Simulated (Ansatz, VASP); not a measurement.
# C2N: VASP beside Ansatz

The input INCAR:

```
SYSTEM = C2N
PREC = Accurate
ENCUT = 600
EDIFF = 1E-6
ISMEAR = 0
SIGMA = 0.1
LREAL = .False.
LASPH = .True.
NELM = 80
ALGO = Normal
ISIF = 3
LWAVE = .False.
LCHARG = .False.
GGA = PE
IBRION = 2
NSW = 100
EDIFFG = -0.01
```

Contents of KPOINTS:

```
Automatic mesh
0
Gamma
  6 6 14
  0 0 0
```

File POSCAR:

```
C2N
1.0
    6.6379002046      0.0000000000      0.0000000000
   -3.3189501023      5.7485902050      0.0000000000
    0.0000000000      0.0000000000      2.4943454123
C N
4 2
Direct
    0.6666666667      0.3333333333      0.2500000000
    0.3333333333      0.6666666667      0.7500000000
    0.0000000000      0.0000000000      0.0000000000
    0.0000000000      0.0000000000      0.5000000000
    0.6666666667      0.3333333333      0.7500000000
    0.3333333333      0.6666666667      0.2500000000
```

Input for Ansatz:

```yaml
crystal:
  lattice:
    - [6.6379002046, 0.0, 0.0]
    - [-3.3189501023, 5.748590205, 0.0]
    - [0.0, 0.0, 2.4943454123]
  atoms:
    - { symbol: C, position: [0.6666666667, 0.3333333333, 0.25] }
    - { symbol: C, position: [0.3333333333, 0.6666666667, 0.75] }
    - { symbol: C, position: [0.0, 0.0, 0.0] }
    - { symbol: C, position: [0.0, 0.0, 0.5] }
    - { symbol: "N", position: [0.6666666667, 0.3333333333, 0.75] }
    - { symbol: "N", position: [0.3333333333, 0.6666666667, 0.25] }
basis:
  ecutwfc: 420
kpoints:
  mp_grid: { grid: [6, 6, 14] }
hamiltonian:
  xc: pbe
scf:
  occupations: { method: gaussian, width: 0.1 }
output:
  forces: true
  stress: true
  eigenvalues: true
  write_density: true
  write_potential: true
  elf: true
  volumetric_format: npy
relax:
  adjacent_minimum: "off"
  f_tol: 0.01
  max_steps: 80
  cell: { stress_tol: 0.05 }
```

Change from the starting cell: species swapped into the Pr2Tl type (P6_3/mmc, No. 194).

Alike in both runs: task relaxation of cell and atoms; functional PBE; k mesh 6 × 6 × 14; occupations gaussian, width 0.1 eV; no spin polarisation.

```csv
,VASP,Ansatz
version,VASP 6.6.1,Ansatz 0.2.0
potentials or method,"VASP PAW PBE potentials, release 64 (C, N), cutoff 600 eV","scalar-relativistic, plane waves, PAW"
valence electrons in the cell,26,26
```

```tsv
	VASP	Ansatz	Ansatz less VASP
gap on the k mesh at the Fermi level, each at its own relaxed structure (eV)	none	none	-
relaxed volume (Å³/atom)	14.92	15.86	+0.945
relaxed length of the cell vector where the two differ most in proportion (Å)	6.437	6.638	+0.2004
```

A gap of «none» marks a metal or a gap that the smearing closes. One of these differences is far larger than is usual between the two programs; its cause wasn't traced.

Noted on VASP's run: the standard files for N, O and F lose accuracy on very short bonds; too few bands were computed for a metal, which touches its energy and stress.
